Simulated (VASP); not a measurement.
Rb4BaSe3, 16 atoms in the cell. Symmetry: I4/mcm, No. 140, tetragonal system. Conventional cell: a = 9.305 Å, b = 9.305 Å, c = 13.651 Å, α = 90.00°, β = 90.00°, γ = 90.00°. Within 4.3 Å of Rb (site symmetry m) lie 5 Se at 3.23 to 3.81 Å and 5 Rb at 3.82 to 4.08 Å and 2 Ba at 4.09 Å. Ba (site symmetry 4/m) has 6 Se at 3.41 to 3.49 Å and 8 Rb at 4.09 Å within 4.5 Å. Se (site symmetry m2m) has 6 Rb at 3.23 to 3.53 Å and 2 Ba at 3.49 Å and 1 Se at 4.22 Å within 4.3 Å. Within 4.5 Å of Se (site symmetry 422) lie 2 Ba at 3.41 Å and 8 Rb at 3.81 Å. 

```yaml
Program: VASP 6.6.1
Task: single point
Functional: PBE
Potentials_or_basis: VASP PAW PBE potentials, release 64 (Rb_sv, Ba_sv, Se)
Cutoff: 520 eV
k_mesh: 2 × 2 × 2
Occupations: gaussian, width 0.1 eV
Spin: no spin polarisation
Dipole_correction: no
Further_INCAR_settings: LREAL = Auto; ALGO = Normal; EDIFF = 1e-07; NBANDS = 78
```

Potentials or basis: VASP PAW PBE potentials, release 64 (Rb_sv, Ba_sv, Se).

The run is started by

```sh
$ cat potpaw_PBE.64/Rb_sv/POTCAR potpaw_PBE.64/Ba_sv/POTCAR potpaw_PBE.64/Se/POTCAR > POTCAR
$ mpirun -np 1 vasp_std > vasp.out
```

Hardware: 1 thread of Intel(R) Xeon(R) Platinum 8259CL CPU @ 2.50GHz (Skylake/Cascade Lake), on a shared host.

Question: Estimate the wall time of this run.

Answer: It took 10 min on 1 thread of Intel(R) Xeon(R) Platinum 8259CL CPU @ 2.50GHz (Skylake/Cascade Lake), with other jobs on the host, peak memory 0.75 GiB. Counts: scf iterations 18, k points 4.
